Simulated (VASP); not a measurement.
Write the native input for VASP 6.6.1 that does the following.

| Property | Result |
| --- | --- |
| Task | single point |
| Functional | PBE |
| Dispersion | D3(BJ) |
| Potentials or basis | VASP PAW PBE potentials, release 64 (Hf_pv, S) |
| Cutoff | 520 eV |
| k mesh | 3 × 3 × 3 |
| Occupations | gaussian, width 0.02 eV |
| Spin | no spin polarisation |
| Dipole correction | no |
| Further INCAR settings | ALGO = Normal; EDIFF = 1e-07; NBANDS = 59 |

The structure of Hf4S9 (a cell with a defect) lies in POSCAR:

```
Hf4S9
1.0
    3.6058628313      0.0000000000     -5.7703876582
    3.6058628313      0.0000000000      5.7703876582
   -3.6058628313     -6.2455376290      0.0000000000
Hf S
4 9
Direct
    0.5357507743      0.4733326108      0.0019039194
    0.9834149080      0.0377389287      0.0121853401
    0.4941598537      0.4910585023      0.4980961103
    1.0058401288      0.0080326432      0.4979696200
    0.8141890787      0.5413245688      0.3527683493
    0.2794863589      0.0429067596      0.3235650988
    0.8200577015      0.5958980650      0.8295471596
    0.2463894981      0.0179045023      0.8297306506
    0.6855604181      0.9248188668      0.1747606155
    0.2647302238      0.5028005375      0.1823540370
    0.6442846106      0.9516701980      0.6076221497
    0.2205908880      0.4586754122      0.6804133211
    0.7465533281      0.1978915765     -0.0910603752
```

The input as run:

INCAR

```
ALGO = Normal
EDIFF = 1E-7
ENCUT = 520
GGA = PE
ISIF = 2
ISMEAR = 0
IVDW = 12
LASPH = True
LCHARG = False
LREAL = False
LWAVE = False
NBANDS = 59
NELM = 100
PREC = Accurate
SIGMA = 0.02
```

KPOINTS

```
k-points
0
Gamma
  3 3 3
```

Potentials or basis: VASP PAW PBE potentials, release 64 (Hf_pv, S).

Run with:

```bash
$ cat potpaw_PBE.64/Hf_pv/POTCAR potpaw_PBE.64/S/POTCAR > POTCAR
$ mpirun -np 1 vasp_std > vasp.out
```

It gave:

The pressure is 4.4 GPa. The largest force is 0.112 eV/Å, the band gap on the k mesh is 0.48 eV and the dispersion energy per atom is -0.365 eV.

Caveat: spin-orbit coupling is left out, which moves the levels of the heavy elements.

Run time: 3.7 min on 1 thread of AMD EPYC 9R45 96-Core Processor (Zen 5), on a shared host, peak memory 0.46 GiB.
